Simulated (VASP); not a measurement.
# Se (Pm-3m) in VASP: further runs

Runs on Se. Level: LDA. Tasks: single point.

All numbers are computed with VASP 6.6.1; they aren't measurements. Logs are shortened: lines on timing, memory, paths and dates and some standing lists are left out, and cuts for length are marked.

### 1 The cell of the first run

Symmetry: Pm-3m, No. 221, cubic system. Conventional cell: a = 2.336 Å, b = 2.336 Å, c = 2.336 Å, α = 90.00°, β = 90.00°, γ = 90.00°. Se (site symmetry m-3m) has 6 Se at 2.34 Å within 3.1 Å.

### 2 Single point, LDA (volume scaled by 0.6)

The input, INCAR:

```
SYSTEM = Se
PREC = Accurate ; ENCUT = 520
EDIFF = 1E-6 ; ISMEAR = -1
SIGMA = 0.08 ; LREAL = .FALSE.
LASPH = .TRUE. ; NELM = 100
ALGO = Normal ; ISIF = 2
LWAVE = .FALSE. ; LCHARG = .FALSE.
NBANDS = 9
```

The input, KPOINTS:

```
regular mesh
0
G
  13 13 13
  0 0 0
```

The input, POSCAR:

```
Se
1.0
    2.3356550546      0.0000000000      0.0000000000
    0.0000000000      2.3356550546      0.0000000000
    0.0000000000      0.0000000000      2.3356550546
Se
1
Direct
    0.0000000000      0.0000000000      0.0000000000
```

Potentials or basis: VASP PAW LDA potentials, release 64 (Se).

On the command line:

```sh
cat potpaw_LDA.64/Se/POTCAR > POTCAR
mpirun -np 1 vasp_std > vasp.out
```

OUTCAR:

```text
SYSTEM = Se
   PREC = Accurate
   ENCUT = 520
   EDIFF = 1E-6
   ISMEAR = -1
   LREAL = .FALSE.
   LASPH = .TRUE.
   NELM = 100
   ISIF = 2

 ion  position               nearest neighbor table
   1  0.000  0.000  0.000-

  LATTYP: Found a simple cubic cell.
 ALAT       =     2.3356550546

  Lattice vectors:

 A1 = (   2.3356550546,   0.0000000000,   0.0000000000)
 A2 = (   0.0000000000,   2.3356550546,   0.0000000000)
 A3 = (   0.0000000000,   0.0000000000,   2.3356550546)

Analysis of symmetry for initial positions (statically):
=====================================================================
 Subroutine PRICEL returns:
 Original cell was already a primitive cell.

 Routine SETGRP: Setting up the symmetry group for a
 simple cubic supercell.

 Subroutine GETGRP returns: Found 48 space group operations
 (whereof 48 operations were pure point group operations)
 out of a pool of 48 trial point group operations.

The static configuration has the point symmetry O_h .

Analysis of symmetry for dynamics (positions and initial velocities):
=====================================================================
 Subroutine PRICEL returns:
 Original cell was already a primitive cell.

 Routine SETGRP: Setting up the symmetry group for a
 simple cubic supercell.

 Subroutine GETGRP returns: Found 48 space group operations
 (whereof 48 operations were pure point group operations)
 out of a pool of 48 trial point group operations.

The dynamic configuration has the point symmetry O_h .

 Subroutine INISYM returns: Found 48 space group operations
 (whereof 48 operations are pure point group operations),
 and found     1 'primitive' translations

----------------------------------------------------------------------------------------

                                     Primitive cell

  volume of cell :      12.7417

  direct lattice vectors                    reciprocal lattice vectors
     2.335655055  0.000000000  0.000000000     0.428145414  0.000000000  0.000000000
     0.000000000  2.335655055  0.000000000     0.000000000  0.428145414  0.000000000
     0.000000000  0.000000000  2.335655055     0.000000000  0.000000000  0.428145414

  length of vectors
     2.335655055  2.335655055  2.335655055     0.428145414  0.428145414  0.428145414

  position of ions in fractional coordinates (direct lattice)
     0.000000000  0.000000000  0.000000000

  ion indices of the primitive-cell ions
   primitive index   ion index
                 1           1

----------------------------------------------------------------------------------------

 KPOINTS: regular mesh

Automatic generation of k-mesh.
 Grid dimensions read from file:
 generate k-points for:   13   13   13

 Generating k-lattice:

  Cartesian coordinates                     Fractional coordinates (reciprocal lattice)
     0.032934263  0.000000000  0.000000000     0.076923077  0.000000000  0.000000000
     0.000000000  0.032934263  0.000000000     0.000000000  0.076923077  0.000000000
     0.000000000  0.000000000  0.032934263     0.000000000  0.000000000  0.076923077

  Length of vectors
     0.032934263  0.032934263  0.032934263

  Shift w.r.t. Gamma in fractional coordinates (k-lattice)
     0.000000000  0.000000000  0.000000000

 Subroutine IBZKPT returns following result:
 ===========================================

 Found     84 irreducible k-points:

 Following reciprocal coordinates:
            Coordinates               Weight
  0.000000  0.000000  0.000000      1.000000
  0.076923  0.000000  0.000000      6.000000
  0.153846  0.000000  0.000000      6.000000
  0.230769  0.000000  0.000000      6.000000
  0.307692  0.000000  0.000000      6.000000
  0.384615  0.000000  0.000000      6.000000
[... 16 lines left out ...]
  0.307692  0.307692  0.000000     12.000000
  0.384615  0.307692  0.000000     24.000000
 [... further k-points ...]
   k-points           NKPTS =     84   k-points in BZ     NKDIM =     84   number of bands    NBANDS=      9
   number of dos      NEDOS =    301   number of ions     NIONS =      1
   total plane-waves  NPLWV =   5832
   dimension x,y,z NGX =    18 NGY =   18 NGZ =   18
   dimension x,y,z NGXF=    36 NGYF=   36 NGZF=   36
   ions per type =               1
   NGX,Y,Z   is equivalent  to a cutoff of  12.81, 12.81, 12.81 a.u.
   NGXF,Y,Z  is equivalent  to a cutoff of  25.62, 25.62, 25.62 a.u.
 SYSTEM =  Se
   PREC   = accura    normal or accurate (medium, high low for compatibility)
   ISTART =      0    job   : 0-new  1-cont  2-samecut
   ICHARG =      2    charge: 1-file 2-atom 10-const
   ISPIN  =      1    spin polarized calculation?
   LNONCOLLINEAR =      F non collinear calculations
   LSORBIT =      F    spin-orbit coupling
   LASPH  =      T    aspherical Exc in radial PAW
   ENCUT  =  520.0 eV  38.22 Ry    6.18 a.u.   4.34  4.34  4.34*2*pi/ulx,y,z
   NELM   =    100;   NELMIN=  2; NELMDL= -5     # of ELM steps
   EDIFF  = 0.1E-05   stopping-criterion for ELM
   LREAL  =      F    real-space projection
   EDIFFG = 0.1E-04   stopping-criterion for IOM
   NSW    =      0    number of steps for IOM
   IBRION =     -1    ionic relax: 0-MD 1-quasi-New 2-CG
   NFREE  =      0    steps in history (QN), initial steepest desc. (CG)
   ISIF   =      2    stress and relaxation
   ISYM   =      2    0-nonsym 1-usesym 2-fastsym
   POTIM  = 0.5000    time-step for ionic-motion
   TEBEG  =    0.0;   TEEND  =   0.0 temperature during run
   PSTRESS=    0.0 pullay stress
   NELECT =       6.0000    total number of electrons
   NUPDOWN=      -1.0000    fix difference up-down
   EMIN   =  10.00;   EMAX   =-10.00  energy-range for DOS
   EFERMI =   0.00;   METHOD = LEGACY
   ISMEAR =    -1;   SIGMA  =   0.08  broadening in eV -4-tet -1-fermi 0-gaus
   EFERMI_NEDOS =   21; number of points for ismear=-14 and -15
   IALGO  =     38    algorithm
   IMIX   =      4    mixing-type and parameters
     AMIX     =   0.40;   BMIX     =  1.00
     AMIX_MAG =   1.60;   BMIX_MAG =  1.00
  volume/ion in A,a.u.               =      12.74        85.98
  Fermi-wavevector in a.u.,A,eV,Ry     =   1.273649  2.406848 22.071135  1.622183
  Thomas-Fermi vector in A             =   2.406461
   LORBIT       =      0    0 simple, 1 ext, 2 COOP (PROOUT), +10 PAW based schemes
   GGA     = CA    functional components
   LHFCALC =     F    Hartree Fock is set to
   AEXX    =    0.0000 exact exchange contribution
   IVDW    =     0    specifies the selected vdW correction
   LEPSILON=     F    determine dielectric tensor
   LRPA    =     F    only Hartree local field effects (RPA)
 non-spin polarized calculation
  energy-cutoff  :      520.00
  volume of cell :       12.74
 maximum number of plane-waves:       353
 NGX is ok and might be reduce to    18
   NGX =  9   NGY =  9   NGZ =  9

 number of electron       6.0000001 magnetization

 Free energy of the ion-electron system (eV)
  ---------------------------------------------------
  ext. energy  EPLUGINS =         0.00000000
  ---------------------------------------------------
  free energy    TOTEN  =        -1.88881931 eV

  energy without entropy =       -1.87965927  energy(sigma->0) =       -1.88423929

 E-fermi :  13.9331     XC(G=0): -12.7998

 val. band max:       13.9297572624   @ k =   0.0769   0.0769   0.0000
 cond. band min:      13.9497451999   @ k =   0.4615   0.4615   0.2308
 fundamental gap:      0.0199879375
 Fermi energy:        13.9331279695

 k-point     1 :       0.0000    0.0000    0.0000
  band No.  band energies     occupation
      1      -9.3124      2.00000
      2      16.1844      0.00000
      3      16.1844      0.00000
      4      16.1844      0.00000
      5      20.4289      0.00000
      6      20.4289      0.00000
      7      25.5946      0.00000
      8      43.0222      0.00000
      9      43.0222      0.00000

 k-point     2 :       0.0769    0.0000    0.0000
  band No.  band energies     occupation
      1      -9.1585      2.00000
      2      14.0933      0.23783
      3      16.3268      0.00000
      4      16.3268      0.00000
      5      20.5588      0.00000
      6      22.1353      0.00000
      7      26.3432      0.00000
      8      40.7420      0.00000
      9      40.7420      0.00000

 k-point     3 :       0.1538    0.0000    0.0000
  band No.  band energies     occupation
      1      -8.6991      2.00000
      2      10.8352      2.00000
      3      16.7451      0.00000
      4      16.7451      0.00000
      5      20.9440      0.00000
      6      23.8175      0.00000
      7      28.9714      0.00000
      8      37.6160      0.00000
      9      37.6160      0.00000

 k-point     4 :       0.2308    0.0000    0.0000
  band No.  band energies     occupation
      1      -7.9437      2.00000
      2       7.6516      2.00000
      3      17.4080      0.00000
      4      17.4080      0.00000
      5      21.5673      0.00000
      6      24.8814      0.00000
      7      32.5603      0.00000
      8      34.7077      0.00000
      9      34.7077      0.00000

 k-point     5 :       0.3077    0.0000    0.0000
  band No.  band energies     occupation
      1      -6.9195      2.00000
      2       4.7484      2.00000
      3      18.2460      0.00000
      4      18.2460      0.00000
      5      22.3848      0.00000
      6      25.9418      0.00000
      7      32.1693      0.00000
      8      32.1693      0.00000
      9      34.3479      0.00000

 k-point     6 :       0.3846    0.0000    0.0000
  band No.  band energies     occupation
      1      -5.7117      2.00000
      2       2.2676      2.00000
      3      19.1125      0.00000
      4      19.1125      0.00000
      5      23.2829      0.00000
      6      27.1315      0.00000
      7      30.1659      0.00000
      8      30.1659      0.00000
      9      32.1759      0.00000
[... 169 lines left out ...]
 k-point    21 :       0.3846    0.2308    0.0000
  band No.  band energies     occupation
      1      -4.3397      2.00000
      2       3.5182      2.00000
      3      10.9594      2.00000
      4      20.1519      0.00000
      5      20.3327      0.00000
      6      26.9846      0.00000
      7      31.3150      0.00000
      8      32.7377      0.00000
      9      36.9175      0.00000

 k-point    22 :       0.4615    0.2308    0.0000
  band No.  band energies     occupation
      1      -3.2669      2.00000
      2       1.8199      2.00000
      3      11.7036      2.00000
      4      18.8386      0.00000
      5      20.9395      0.00000
      6      28.1167      0.00000
      7      30.1456      0.00000
      8      31.2217      0.00000
      9      37.7121      0.00000

 k-point    23 :       0.3077    0.3077    0.0000
  band No.  band energies     occupation
      1      -4.5239      2.00000
      2       6.2802      2.00000
      3       7.7068      2.00000
      4      19.6199      0.00000
      5      20.3027      0.00000
      6      26.8601      0.00000
      7      33.9456      0.00000
      8      34.3036      0.00000
      9      35.9725      0.00000

 k-point    24 :       0.3846    0.3077    0.0000
  band No.  band energies     occupation
      1      -3.3048      2.00000
      2       4.3759      2.00000
      3       8.1238      2.00000
      4      17.4653      0.00000
      5      21.1650      0.00000
      6      28.0512      0.00000
      7      32.1365      0.00000
      8      33.9463      0.00000
      9      35.0206      0.00000

 [... further k-points ...]
[... 5 lines left out ...]
  --------------------------------------------------------------------------------------
  -------------------------------------------------------------------------------------
  Total        9.8502896      9.8502896      9.8502896     -0.0000000     -0.0000000      0.0000000
  in kB     1238.6068305   1238.6068305   1238.6068305     -0.0000000     -0.0000000      0.0000000
  external PRESSURE =    1238.6068305 kB  Pullay stress =       0.0000000 kB

 VOLUME and BASIS-vectors are now :
 -----------------------------------------------------------------------------
  energy-cutoff  :      520.00
  volume of cell :       12.74
      direct lattice vectors                 reciprocal lattice vectors
     2.335655055  0.000000000  0.000000000     0.428145414  0.000000000  0.000000000
     0.000000000  2.335655055  0.000000000     0.000000000  0.428145414  0.000000000
     0.000000000  0.000000000  2.335655055     0.000000000  0.000000000  0.428145414

 POSITION                                       TOTAL-FORCE (eV/Angst)
 -----------------------------------------------------------------------------------
      0.00000      0.00000      0.00000         0.000000      0.000000      0.000000
 -----------------------------------------------------------------------------------
    total drift:                                0.000000      0.000000     -0.000000

  FREE ENERGIE OF THE ION-ELECTRON SYSTEM (eV)
  ---------------------------------------------------
  free  energy   TOTEN  =        -1.8888193060 eV

  energy  without entropy=       -1.8796592662  energy(sigma->0) =       -1.88423929
```

Wall time 5.6 s (1 thread of Intel Xeon 6975P-C (Granite Rapids), shared host); peak memory 0.11 GiB.

Results:

* Free energy: -1.8888 eV
* Pressure: 123.9 GPa
* Band gap on the k mesh: zero (band 3 reaches 19.72 eV, above the bottom of band 4 at 9.02 eV)

### 3 Single point, LDA (volume scaled by 0.68)

The input, INCAR:

```
SYSTEM = Se
ALGO = Normal
EDIFF = 1E-6
ENCUT = 520
ISIF = 2
ISMEAR = -1
LASPH = .True.
LCHARG = .True.
LELF = .True.
LREAL = .False.
LVHAR = .True.
LWAVE = .False.
NBANDS = 9
NELM = 100
PREC = Accurate
SIGMA = 0.08
```

The input, KPOINTS:

```
k-points
0
Gamma
  13 13 13
  0 0 0
```

The input, POSCAR:

```
Se
1.0
    2.4351623716      0.0000000000      0.0000000000
    0.0000000000      2.4351623716      0.0000000000
    0.0000000000      0.0000000000      2.4351623716
Se
1
Direct
    0.0000000000      0.0000000000      0.0000000000
```

Potentials or basis: VASP PAW LDA potentials, release 64 (Se).

On the command line:

```sh
cat potpaw_LDA.64/Se/POTCAR > POTCAR
mpirun -np 1 vasp_std > vasp.out
```

Wall time 4.7 s (1 thread of Intel Xeon 6975P-C (Granite Rapids), shared host); peak memory 0.12 GiB.

It converged, with:

```yaml
Free_energy: -2.9147 eV
Pressure: 74.2 GPa
Band_gap_on_the_k_mesh: zero (band 3 reaches 16.51 eV, above the bottom of band 4 at 6.66 eV)
```

Levels at points of the mesh, in eV from the Fermi level:
```csv
k point,band 1,band 2,band 3,band 4,band 5,band 6
"(0.00, 0.00, 0.00)",-21.43,1.91,1.91,1.91,6.68,6.68
```

[end of part 1 of 2]
